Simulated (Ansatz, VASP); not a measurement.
W in VASP and in Ansatz

Contents of INCAR:

```
  PREC = Accurate
  ENCUT = 520
  EDIFF = 1E-7
  ISMEAR = 0
  SIGMA = 0.15
  LREAL = False
  LASPH = True
  NELM = 60
  ALGO = Fast
  ISIF = 2
  LWAVE = False
  LCHARG = True
  GGA = PS
  LELF = True
  LVHAR = True
  NBANDS = 21
```

KPOINTS

```
regular mesh
0
Gamma
  24 24 14
```

File POSCAR:

```
W
1.0
   -1.5771801384      1.5771801384      1.5771801384
    1.5771801384     -1.5771801384      1.5771801384
    3.1543602768      3.1543602768      0.0000000000
W
2
Direct
    0.0000000000      0.0000000000      0.0056042012
    0.5000000000      0.5000000000      0.4943957988
```

Input for Ansatz:

```yaml
crystal:
  lattice:
    - [-1.5771801384, 1.5771801384, 1.5771801384]
    - [1.5771801384, -1.5771801384, 1.5771801384]
    - [3.1543602768, 3.1543602768, 0.0]
  atoms:
    - { symbol: W, position: [0.0, 0.0, 0.0056042012] }
    - { symbol: W, position: [0.5, 0.5, 0.4943957988] }
basis:
  ecutwfc: 420
kpoints:
  mp_grid: { grid: [24, 24, 14] }
hamiltonian:
  xc: pbesol
scf:
  occupations: { method: gaussian, width: 0.15 }
output:
  forces: true
  stress: true
  eigenvalues: true
```

Change from the starting cell: mode 6 (223.7 1/cm) frozen in, largest displacement +0.025 Å.

Alike in both runs: task single point; functional PBEsol; k mesh 24 × 24 × 14; occupations gaussian, width 0.15 eV; no spin polarisation.

|  | VASP | Ansatz |
| --- | --- | --- |
| version | VASP 6.6.1 | Ansatz 0.2.0 |
| potentials or method | VASP PAW PBE potentials, release 64 (W_sv), cutoff 520 eV | scalar-relativistic, plane waves, PAW |
| valence electrons in the cell | 28 | 28 |

```tsv
	VASP	Ansatz	Ansatz less VASP
gap on the k mesh at the Fermi level (eV)	none	none	-
pressure (GPa)	1.0	0.3	-0.68
traceless stress, the component that is largest in VASP (GPa)	0.27	0.26	-0.008
rms of the force components (eV/Å)	0.495	0.489	-0.0060
```

VASP's potentials were made for PBE, not for PBEsol. Atom by atom the forces differ by 0.006 eV/Å (rms over components). A gap of «none» marks a metal or a gap that the smearing closes. With one functional, cell and mesh, what is left measures potentials, basis and numerics.

Spin-orbit coupling is off throughout.
